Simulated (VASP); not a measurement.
W, 1 atom in the cell. Symmetry: Fm-3m, No. 225, cubic system. The conventional cell has a = 3.938 Å, b = 3.938 Å, c = 3.938 Å, α = 90.00°, β = 90.00°, γ = 90.00°. W (site symmetry m-3m) has 12 W at 2.78 Å within 3.7 Å.  This cell differs from its parent crystal: strain -0.030 along x and y, -0.030 along z.

```yaml
Program: VASP 6.6.1
Task: single point
Functional: LDA
Potentials_or_basis: VASP PAW LDA potentials, release 64 (W_sv)
Cutoff: 520 eV
k_mesh: 20 × 20 × 20
Occupations: gaussian, width 0.15 eV
Spin: no spin polarisation
Dipole_correction: no
Further_INCAR_settings: ALGO = Normal; EDIFF = 1e-06; NBANDS = 13
```

Potentials or basis: VASP PAW LDA potentials, release 64 (W_sv).

Run with:

```console
$ cat potpaw_LDA.64/W_sv/POTCAR > POTCAR
$ mpirun -np 1 vasp_std > vasp.out
```

Hardware: 1 thread of Intel(R) Xeon(R) Platinum 8488C (Sapphire Rapids), with other jobs on the host.

Q: How long does it take, and how much memory?

A: It took 24 s on 1 thread of Intel(R) Xeon(R) Platinum 8488C (Sapphire Rapids), with other jobs on the host, peak memory 0.16 GiB. Counts: scf iterations 11, k points 256.
